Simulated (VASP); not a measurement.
# Rb2Ta2Cu3Se8 (a cell with a defect) in VASP: notebook, part 2 of 2

VASP 6.6.1. The steps go on from the part before.

## Step 3: Single point, PBEsol

INCAR reads:

```
PREC = Accurate
ENCUT = 520
EDIFF = 1E-7
ISMEAR = -1
SIGMA = 0.05
LREAL = Auto
LASPH = T
NELM = 100
ALGO = Normal
ISIF = 2
LWAVE = F
LCHARG = T
GGA = PS
LELF = T
LVHAR = T
NBANDS = 74
```

KPOINTS reads:

```
Automatic mesh
0
Gamma
  2 2 2
```

POSCAR reads:

```
Rb2Ta2Cu3Se8
1.0
    7.9005120000      0.0000000000      0.0000000000
    0.0000000000      9.8156130000      2.9181180000
    0.0000000000     -9.8156130000      2.9181180000
Rb Ta Cu Se
2 2 3 8
Direct
    0.2751340673      0.5056415555      0.8742889339
    0.7656845531      0.9077871520      0.5607278292
    0.2600717523      0.5379256062      0.3557668353
    0.7577103864      0.2963753296      0.5183278455
    0.0205682872      0.4032816205      0.4238610790
    0.4510720318      0.3953746086      0.4552078559
    0.7622417383      0.7467532121     -0.0264944700
    0.3135239843      0.8909333592      0.5290914650
    0.7880755070      0.4350307945      0.8476795002
    0.9933406848      0.3471082424      0.1350175661
    0.4889683099      0.2393197770      0.0852387227
   -0.0161255372      0.0189027647      0.2199498109
    0.4959172266      0.0345065131      0.2971798683
    0.2320482521      0.7352642305      0.7324625715
    0.7536600160      0.6381720184      0.6619810255
```

Potentials or basis: VASP PAW PBE potentials, release 64 (Rb_sv, Ta_pv, Cu, Se).

Launch:

```
$ cat potpaw_PBE.64/Rb_sv/POTCAR potpaw_PBE.64/Ta_pv/POTCAR potpaw_PBE.64/Cu/POTCAR potpaw_PBE.64/Se/POTCAR > POTCAR
$ mpirun -np 1 vasp_std > vasp.out
```

OUTCAR:

```text
PREC = Accurate
   ENCUT = 520
   EDIFF = 1E-7
   ISMEAR = -1
   LREAL = Auto
   LASPH = T
   NELM = 100
   ISIF = 2
   GGA = PS

 ion  position               nearest neighbor table
   1  0.275  0.506  0.874-  13 3.44  14 3.67  13 3.67   6 3.68  12 3.78   8 3.86   9 3.88   8 4.04
                             9 4.09   7 4.21   5 4.28   4 4.40   4 4.64   3 4.66   2 5.47   2 5.57
   2  0.766  0.908  0.561-   9 3.35   8 3.58  10 3.64  15 3.67  10 3.71  11 3.82   9 4.19   4 4.35
                             3 4.55   3 4.62   1 5.47   1 5.57   1 5.74
   3  0.260  0.538  0.356-   8 2.38  14 2.44  10 2.44  11 2.47   5 2.75   6 2.82   2 4.55   2 4.62
                             1 4.66
   4  0.758  0.296  0.518-   9 2.33  15 2.41  12 2.46  13 2.53   7 2.64   5 2.87   6 2.90   7 3.19
                             2 4.35   1 4.40   1 4.64
   5  0.021  0.403  0.424-  12 2.48  10 2.51  14 2.52  15 2.52   3 2.75   4 2.87   1 4.28
   6  0.451  0.395  0.455-  13 2.53  14 2.57  11 2.62  15 2.75   3 2.82   4 2.90   1 3.68
   7  0.762  0.747  0.974-   9 2.24  12 2.33  15 2.34   4 2.64  13 2.78   4 3.19   1 4.21
   8  0.314  0.891  0.529-   3 2.38   2 3.58   1 3.86   1 4.04
   9  0.788  0.435  0.848-   7 2.24   4 2.33   2 3.35   1 3.88   1 4.09   2 4.19
  10  0.993  0.347  0.135-   3 2.44   5 2.51   2 3.64   2 3.71
  11  0.489  0.239  0.085-   3 2.47   6 2.62   2 3.82
  12  0.984  0.019  0.220-   7 2.33   4 2.46   5 2.48   1 3.78
  13  0.496  0.035  0.297-   6 2.53   4 2.53   7 2.78   1 3.44   1 3.67
  14  0.232  0.735  0.732-   3 2.44   5 2.52   6 2.57   1 3.67
  15  0.754  0.638  0.662-   7 2.34   4 2.41   5 2.52   6 2.75   2 3.67

  LATTYP: Found a base centered orthorhombic cell.
 ALAT       =     5.8362360000
 B/A-ratio  =     3.3636792618
 C/A-ratio  =     1.3536998847

  Lattice vectors:

 A1 = (   0.0000000000,   9.8156130000,   2.9181180000)
 A2 = (   0.0000000000,  -9.8156130000,   2.9181180000)
 A3 = (   7.9005120000,   0.0000000000,   0.0000000000)

Analysis of symmetry for initial positions (statically):
[... 173 lines left out ...]

 Free energy of the ion-electron system (eV)
  ---------------------------------------------------
  ext. energy  EPLUGINS =         0.00000000
  ---------------------------------------------------
  free energy    TOTEN  =       -79.44225845 eV

  energy without entropy =      -79.37595085  energy(sigma->0) =      -79.40910465

 E-fermi :   1.1558     XC(G=0):  -8.4526

 val. band max:        1.1412237707   @ k =   0.0000   0.0000   0.0000
 cond. band min:       1.1822799946   @ k =   0.5000   0.5000   0.0000
 fundamental gap:      0.0410562239
 Fermi energy:         1.1557693061

 k-point     1 :       0.0000    0.0000    0.0000
  band No.  band energies     occupation
      1     -33.6374      2.00000
      2     -33.5683      2.00000
      3     -33.5414      2.00000
      4     -33.1813      2.00000
      5     -33.1660      2.00000
      6     -33.1307      2.00000
[... 589 lines left out ...]
     71       4.4349      0.00000
     72       4.9298      0.00000
 [bands above 72 left out]

------------------------ aborting loop because EDIFF is reached ----------------------------------------

  FORCE on cell =-STRESS in cart. coord.  units (eV):
  Direction    XX          YY          ZZ          XY          YZ          ZX
  --------------------------------------------------------------------------------------
  -------------------------------------------------------------------------------------
  Total       -8.1116868      0.9841475     -6.7014130     -0.2012213     -2.1098229      1.5761245
  in kB      -28.7154909      3.4838966    -23.7231008     -0.7123264     -7.4688042      5.5795041
  external PRESSURE =     -16.3182317 kB  Pullay stress =       0.0000000 kB

 VOLUME and BASIS-vectors are now :
 -----------------------------------------------------------------------------
  energy-cutoff  :      520.00
  volume of cell :      452.59
      direct lattice vectors                 reciprocal lattice vectors
     7.900512000  0.000000000  0.000000000     0.126574075  0.000000000  0.000000000
     0.000000000  9.815613000  2.918118000     0.000000000  0.050939254  0.171343311
     0.000000000 -9.815613000  2.918118000     0.000000000 -0.050939254  0.171343311

 POSITION                                       TOTAL-FORCE (eV/Angst)
 -----------------------------------------------------------------------------------
      2.17370     -3.61850      4.02680        -0.082321     -0.176487     -0.054118
      6.04930      3.40660      4.28530        -0.014541     -0.193277     -0.164991
      2.05470      1.78800      2.60790         0.347752      0.740152     -0.506151
      5.98630     -2.17860      2.37740        -0.856837      0.413745     -2.657465
      0.16250     -0.20200      2.41370        -0.379236      0.142984     -0.006383
      3.56370     -0.58730      2.48210         0.239870      0.351090     -0.280714
      6.02210     -2.22571      5.01992        -0.528337      0.611768      1.380076
      2.47700      3.55170      4.14380        -0.067191      0.235182     -0.363096
      6.22620     -4.05040      3.74310         0.262357     -1.810407      0.336401
      7.84790      2.08180      1.40690         0.534663     -0.438599      0.350907
      3.86310      1.51240      0.94710        -0.717613     -0.462793      1.090962
      7.77311     -1.97340      0.69700         0.506230      0.083186      1.239192
      3.91800     -2.57830      0.96790         0.882355      0.833411      1.003809
      1.83330      0.02750      4.28300         0.358161     -0.684117     -1.141608
      5.95430     -0.23370      3.79400        -0.485312      0.354162     -0.226823
 -----------------------------------------------------------------------------------
    total drift:                               -0.003632     -0.001157      0.001136

  FREE ENERGIE OF THE ION-ELECTRON SYSTEM (eV)
  ---------------------------------------------------
  free  energy   TOTEN  =       -79.4422584474 eV

  energy  without entropy=      -79.3759508514  energy(sigma->0) =      -79.40910465
```

OSZICAR:

```text
N       E                     dE             d eps       ncg     rms          rms(c)
DAV:   1     0.118991753275E+04    0.11899E+04   -0.49936E+04  1224   0.154E+03
DAV:   2     0.110935473300E+03   -0.10790E+04   -0.10305E+04  1246   0.391E+02
DAV:   3    -0.723094672111E+02   -0.18324E+03   -0.17744E+03  1702   0.171E+02
[... 13 lines left out ...]
DAV:  17    -0.794422510525E+02   -0.32643E-04   -0.14946E-04  1888   0.146E-01    0.258E-02
DAV:  18    -0.794422604080E+02   -0.93554E-05   -0.85970E-05  1856   0.188E-01    0.186E-02
DAV:  19    -0.794422570711E+02    0.33369E-05   -0.30337E-05  1872   0.956E-02    0.529E-03
DAV:  20    -0.794422580839E+02   -0.10128E-05   -0.60754E-06  1840   0.213E-02    0.299E-03
DAV:  21    -0.794422583789E+02   -0.29497E-06   -0.21458E-06  1672   0.238E-02    0.265E-03
DAV:  22    -0.794422584474E+02   -0.68558E-07   -0.64070E-07  1456   0.137E-02
   1 F= -.79442258E+02 E0= -.79409105E+02  d E =-.663076E-01
```

Run time: 14 min. Hardware: 1 thread of Intel Xeon Platinum 8488C (Sapphire Rapids), shared host; peak memory 0.86 GiB.

Results:

* Free energy: -79.4423 eV
* Pressure: -1.6 GPa
* Largest force: 2.823 eV/Å
* Band gap on the k mesh: zero (an odd number of electrons rules out a gap without spin polarisation)

Forces on the atoms (eV/Å):
```
Rb  -0.082 -0.176 -0.054
Rb  -0.015 -0.193 -0.165
Ta   0.348  0.740 -0.506
Ta  -0.857  0.414 -2.657
Cu  -0.379  0.143 -0.006
Cu   0.240  0.351 -0.281
Cu  -0.528  0.612  1.380
Se  -0.067  0.235 -0.363
Se   0.262 -1.810  0.336
Se   0.535 -0.439  0.351
Se  -0.718 -0.463  1.091
Se   0.506  0.083  1.239
Se   0.882  0.833  1.004
Se   0.358 -0.684 -1.142
Se  -0.485  0.354 -0.227
```

Levels at points of the mesh, in eV from the Fermi level:
| k point | band 58 | band 59 | band 60 | band 61 | band 62 | band 63 |
| --- | --- | --- | --- | --- | --- | --- |
| (0.00, 0.00, 0.00) | -0.67 | -0.50 | -0.39 | -0.01 | 1.56 | 1.87 |
| (0.50, 0.00, 0.00) | -0.67 | -0.56 | -0.41 | -0.16 | 1.65 | 1.80 |
| (0.00, 0.50, 0.00) | -0.39 | -0.11 | -0.09 | 0.04 | 1.90 | 2.21 |
| (0.00, 0.00, 0.50) | -0.38 | -0.20 | -0.10 | 0.08 | 1.83 | 2.12 |
| (0.50, 0.50, 0.00) | -0.53 | -0.40 | -0.13 | 0.03 | 2.12 | 2.15 |
| (0.50, 0.00, 0.50) | -0.57 | -0.31 | -0.19 | -0.13 | 2.11 | 2.16 |
| (0.00, 0.50, 0.50) | -0.69 | -0.50 | -0.42 | 0.05 | 1.55 | 1.89 |
| (0.50, 0.50, 0.50) | -0.58 | -0.55 | -0.25 | -0.13 | 1.65 | 1.78 |

Caveat: the k points lie up to 0.56 Å⁻¹ apart, too coarse for converged energies and pressures of a metal; the atoms stand as in a frame of molecular dynamics; the PAW data sets were made with another functional, which shifts forces and pressure a little; spin-orbit coupling is left out, which moves the levels of the heavy elements. With open d or f shells a metallic result of PBEsol can be an artefact of self-interaction; +U or a hybrid may open a gap.

## Step 4: Single point, PBEsol

INCAR reads:

```
PREC = Accurate
ENCUT = 520
EDIFF = 1E-6
ISMEAR = -1
SIGMA = 0.05
LREAL = Auto
LASPH = True
NELM = 60
ALGO = Normal
ISIF = 2
LWAVE = False
LCHARG = True
GGA = PS
LELF = True
LVHAR = True
NBANDS = 74
```

KPOINTS is that of step 3.

POSCAR reads:

```
Rb2Ta2Cu3Se8
1.0
    7.9005120000      0.0000000000      0.0000000000
    0.0000000000      9.8156130000      2.9181180000
    0.0000000000     -9.8156130000      2.9181180000
Rb Ta Cu Se
2 2 3 8
Direct
    0.2782604469      0.5154834518      0.8596494249
    0.7012330340      0.8487358196      0.5104278606
    0.2541860578      0.5558063920      0.3663633078
    0.7457744511      0.2780657170      0.5064467667
    0.0213530465      0.4336261149      0.4631505062
    0.4491987355      0.3850744655      0.4300742022
    0.7085996452      0.7883353623      0.0005292416
    0.3055118453      0.8725860659      0.4904499731
    0.7580901086      0.4010192531      0.8302537797
    0.9868727495      0.3772540809      0.1756365151
    0.4845255599      0.2735541778      0.1206039749
   -0.0199101020      0.0243561987      0.2388613957
    0.4927022451      0.0428650823      0.2732633264
    0.2640714931      0.7395284660      0.7528032355
    0.7376863677      0.6023904435      0.6265865890
```

Potentials or basis: VASP PAW PBE potentials, release 64 (Rb_sv, Ta_pv, Cu, Se).

Launch:

```
$ cat potpaw_PBE.64/Rb_sv/POTCAR potpaw_PBE.64/Ta_pv/POTCAR potpaw_PBE.64/Cu/POTCAR potpaw_PBE.64/Se/POTCAR > POTCAR
$ mpirun -np 1 vasp_std > vasp.out
```

OUTCAR:

```text
PREC = Accurate
   ENCUT = 520
   EDIFF = 1E-6
   ISMEAR = -1
   LREAL = Auto
   LASPH = True
   NELM = 60
   ISIF = 2
   GGA = PS

 ion  position               nearest neighbor table
   1  0.278  0.515  0.860-  14 3.27  13 3.41   6 3.62  13 3.70  12 3.73   7 3.83   9 3.90   8 3.95
                             5 3.95   8 4.00  12 4.21   9 4.21   4 4.23   4 4.69   2 5.40   2 5.45
   2  0.701  0.849  0.510-   8 3.16   9 3.45  10 3.53  15 3.59  11 3.76  11 3.92   3 4.03   9 4.03
                             4 4.44   1 5.40   1 5.45
   3  0.254  0.556  0.366-   8 2.32  10 2.37  11 2.41  14 2.59   6 2.79   5 2.83   2 4.03
[... 832 lines left out ...]
     0.000000000  9.815613000  2.918118000     0.000000000  0.050939254  0.171343311
     0.000000000 -9.815613000  2.918118000     0.000000000 -0.050939254  0.171343311

 POSITION                                       TOTAL-FORCE (eV/Angst)
 -----------------------------------------------------------------------------------
      2.19840     -3.37820      4.01280        -0.162748     -0.498569     -0.102333
      5.54010      3.32070      3.96620         0.463214     -0.066144     -0.019972
      2.00820      1.85950      2.69100         0.312002     -1.147976      0.659461
      5.89200     -2.24170      2.28930         0.241026     -0.284899     -0.483664
      0.16870     -0.28980      2.61690         0.017257      0.131900     -0.166378
      3.54890     -0.44170      2.37870         0.183218      0.033217      0.578842
      5.59830      7.73280      2.30200         0.896424     -0.078751     -0.467784
      2.41370      3.75090      3.97750        -0.314212      0.723815      0.268013
      5.98930     -4.21320      3.59300        -0.136324      0.156741      0.789878
      7.79680      1.97900      1.61340        -0.089757     -0.319491     -0.224824
      3.82800      1.50130      1.15020        -0.220336      0.532424     -0.366473
      7.74321     -2.10550      0.76810         0.158835      0.258150      0.258145
      3.89260     -2.26150      0.92250        -0.710417     -0.300076      0.032160
      2.08630     -0.13030      4.35480        -0.498724      0.772723     -1.752352
      5.82810     -0.23750      3.58630        -0.139458      0.086936      0.997281
 -----------------------------------------------------------------------------------
    total drift:                                0.008027     -0.010452     -0.003327

  FREE ENERGIE OF THE ION-ELECTRON SYSTEM (eV)
  ---------------------------------------------------
  free  energy   TOTEN  =       -79.6844503702 eV

  energy  without entropy=      -79.6149656118  energy(sigma->0) =      -79.64970799
```

stdout:

```text
POSCAR found type information on POSCAR RbTaCuSe
 POSCAR found :  4 types and      15 ions
 scaLAPACK will be used
 -----------------------------------------------------------------------------
|                                                                             |
|                                                                             |
|     You enforced a specific xc type in the INCAR file but a different       |
|     I HOPE YOU KNOW WHAT YOU ARE DOING!                                     |
|                                                                             |
 -----------------------------------------------------------------------------

 LDA part: xc-table for (Slater+PW92), standard interpolation
 POSCAR, INCAR and KPOINTS ok, starting setup
 FFT: planning ... GRIDC
 FFT: planning ... GRID_SOFT
 FFT: planning ... GRID
 WAVECAR not read
 entering main loop
```

Run time: 16 min. Hardware: 1 thread of Intel Xeon Platinum 8488C (Sapphire Rapids), shared host; peak memory 0.85 GiB.

Results:

* Free energy: -79.6845 eV
* Pressure: -0.6 GPa
* Largest force: 1.979 eV/Å
* Band gap on the k mesh: zero (an odd number of electrons rules out a gap without spin polarisation)

Forces in eV/Å, atoms in the order of the input:
```
Rb  -0.163 -0.499 -0.102
Rb   0.463 -0.066 -0.020
Ta   0.312 -1.148  0.659
Ta   0.241 -0.285 -0.484
Cu   0.017  0.132 -0.166
Cu   0.183  0.033  0.579
Cu   0.896 -0.079 -0.468
Se  -0.314  0.724  0.268
Se  -0.136  0.157  0.790
Se  -0.090 -0.319 -0.225
Se  -0.220  0.532 -0.366
Se   0.159  0.258  0.258
Se  -0.710 -0.300  0.032
Se  -0.499  0.773 -1.752
Se  -0.139  0.087  0.997
```

Stress tensor (GPa, compression positive):
```
-0.23  0.10 -0.09
 0.10  0.01  0.17
-0.09  0.17 -1.46
```

Caveat: the k points lie up to 0.56 Å⁻¹ apart, too coarse for converged energies and pressures of a metal; the atoms stand as in a frame of molecular dynamics; the PAW data sets were made with another functional, which shifts forces and pressure a little; spin-orbit coupling is left out, which moves the levels of the heavy elements.

## Step 5: Overview

```tsv
cell	gap on the mesh (eV)	pressure (GPa)	largest force (eV/Å)
as given, atomic positions A	none	-1.9	1.73
as given, atomic positions B	none	-1.6	2.82
as given, atomic positions C	none	-0.6	1.98
```

Alike in all rows: task single point; level PBEsol; potentials or basis VASP PAW PBE potentials, release 64 (Rb_sv, Ta_pv, Cu, Se); no spin polarisation; k mesh 2 × 2 × 2; cutoff (eV) 520; smearing fermi-dirac 0.05 eV.

Caveats: all runs use coarse meshes; the atoms stand as in a frame of molecular dynamics; the PAW data sets were made with another functional, which shifts forces and pressure a little; spin-orbit coupling is left out, which moves the levels of the heavy elements.

Total energies depend on the potentials used, so only differences within one code and one set of settings carry meaning.
